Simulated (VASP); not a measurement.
Set up this calculation in VASP 6.6.1, as the native input.

- Task: single point
- Functional: LDA
- Potentials or basis: VASP PAW LDA potentials, release 64 (Hg, Te)
- Cutoff: 520 eV
- k mesh: 7 × 7 × 7
- Occupations: fermi-dirac, width 0.05 eV
- Spin: no spin polarisation
- Dipole correction: no
- Further INCAR settings: ALGO = Normal; EDIFF = 1e-06; NBANDS = 16

The structure of HgTe lies in POSCAR:

```
HgTe
1.0
    0.0000000000      3.2145000000      3.2145000000
    3.2145000000      0.0000000000      3.2145000000
    3.2145000000      3.2145000000      0.0000000000
Hg Te
1 1
Direct
    0.0000000000      0.0000000000      0.0000000000
    0.7500000000      0.7500000000      0.7500000000
```

The input as run:

INCAR

```
SYSTEM = HgTe
  ALGO = Normal
  EDIFF = 1E-6
  ENCUT = 520
  GGA = CA
  ISIF = 2
  ISMEAR = -1
  LASPH = .TRUE.
  LCHARG = .TRUE.
  LELF = .TRUE.
  LREAL = .FALSE.
  LVHAR = .TRUE.
  LWAVE = .FALSE.
  NBANDS = 16
  NELM = 60
  PREC = Accurate
  SIGMA = 0.05
```

KPOINTS

```
k-points
0
G
  7 7 7
  0 0 0
```

Potentials or basis: VASP PAW LDA potentials, release 64 (Hg, Te).

The run is started by

```bash
$ cat potpaw_LDA.64/Hg/POTCAR potpaw_LDA.64/Te/POTCAR > POTCAR
$ mpirun -np 1 vasp_std > vasp.out
```

Results of the run:

```yaml
Pressure: 0.4 GPa
Band_gap_on_the_k_mesh: zero (filled and empty bands touch)
```

Caveat: semilocal functionals underestimate gaps, and a narrow one can read as zero; spin-orbit coupling is left out, which moves the levels of the heavy elements.

Run time: 28 s on 1 thread of Intel Xeon 8259CL, on a shared host, peak memory 0.18 GiB.
